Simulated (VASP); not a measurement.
Input of a VASP 6.6.1 run:

The input INCAR:

```
PREC = Accurate
ENCUT = 520
EDIFF = 1E-6
ISMEAR = -1
SIGMA = 0.05
LREAL = False
LASPH = True
NELM = 60
ALGO = Normal
ISIF = 2
LWAVE = False
LCHARG = False
GGA = PE
NBANDS = 15
```

Contents of KPOINTS:

```
regular mesh
0
Gamma
  15 15 15
```

File POSCAR:

```
ZrC
1.0
   -0.0705063000      2.3149568500      2.3149568500
    2.3149568500     -0.0705063000      2.3149568500
    2.3149568500      2.3149568500     -0.0705063000
Zr C
1 1
Direct
    0.5000000000      0.5000000000      0.5000000000
    0.0000000000      0.0000000000      0.0000000000
```

Potentials or basis: VASP PAW PBE potentials, release 64 (Zr_sv, C).

The run is started by

```sh
$ cat potpaw_PBE.64/Zr_sv/POTCAR potpaw_PBE.64/C/POTCAR > POTCAR
$ mpirun -np 1 vasp_std > vasp.out
```

Estimate the band gap on the k mesh.

zero (bands 8 and 9 overlap by 1.09 eV).

Predict the pressure.

1.6 GPa.

Stress tensor (GPa, compression positive):
```
1.59 4.37 4.37
4.37 1.59 4.37
4.37 4.37 1.59
```

Caveat: the cell differs from its parent crystal (equal xy, yz and zx shear strains of -3 %).
